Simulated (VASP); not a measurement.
Crystal: I.

```
I
1.0
     0.00000    2.36560    3.90984
     2.19225    0.00000    3.90984
     2.19225    2.36560    0.00000
I
1
Direct
  0.00000 0.00000 0.00000
```

```yaml
Program: VASP 6.6.1
Task: relaxation of cell and atoms
Functional: RPBE
Dispersion: D4
Potentials_or_basis: VASP PAW PBE potentials, release 64 (I)
Cutoff: 600 eV
k_mesh: 9 × 9 × 9
Occupations: fermi-dirac, width 0.05 eV
Spin: no spin polarisation
```

At the start: pressure -1.3 GPa; volume 40.55 Å³/atom.

**Question.** Where does the relaxation end?

**Answer.** Over 26 steps the energy falls by 31.4 meV/atom and the volume is 35.19 Å³/atom (-13.2 %); space group Fmmm (No. 69, to 0.1 Å) before, I4/mmm (No. 139, to 0.1 Å).

The path:
```tsv
step	energy change (eV)	largest force (eV/Å)	pressure (GPa)	volume (Å³)
1	0.0000	0.0000	-1.26	40.55
2	-0.0096	0.0000	-0.22	38.71
3	-0.0102	0.0000	0.08	38.20
4	-0.0182	0.0000	0.15	37.30
5	-0.0287	0.0000	0.55	34.62
6	-0.0290	0.0000	0.43	35.09
7	-0.0290	0.0000	0.49	34.98
8	-0.0296	0.0000	-0.31	35.66
9	-0.0299	0.0000	-0.02	35.39
10	-0.0299	0.0000	-0.03	35.40
11	-0.0300	0.0000	-0.03	35.40
12	-0.0304	0.0000	-0.03	35.38
13	-0.0310	0.0000	-0.03	35.34
14	-0.0314	0.0000	-0.06	35.24
15	-0.0314	0.0000	-0.06	35.25
16	-0.0314	0.0000	-0.06	35.25
17	-0.0311	0.0000	0.26	34.89
18	-0.0314	0.0000	-0.01	35.19
19	-0.0314	0.0000	-0.02	35.18
20	-0.0313	0.0000	0.12	35.04
21	-0.0314	0.0000	0.03	35.17
22	-0.0314	0.0000	0.01	35.18
23	-0.0314	0.0000	0.01	35.18
24	-0.0314	0.0000	0.01	35.18
25	-0.0314	0.0000	-0.09	35.22
26	-0.0314	0.0000	-0.01	35.19
```

Final structure:
```
I
1.0
     0.00000    2.25054    3.46649
     2.25542    0.00000    3.46649
     2.25542    2.25054    0.00000
I
1
Direct
  0.00000 0.00000 0.00000
```

Caveat: the PAW data sets were made with another functional, which shifts forces and pressure a little; an odd number of electrons without spin polarisation forces a metal; a magnetic or distorted state may lie lower.
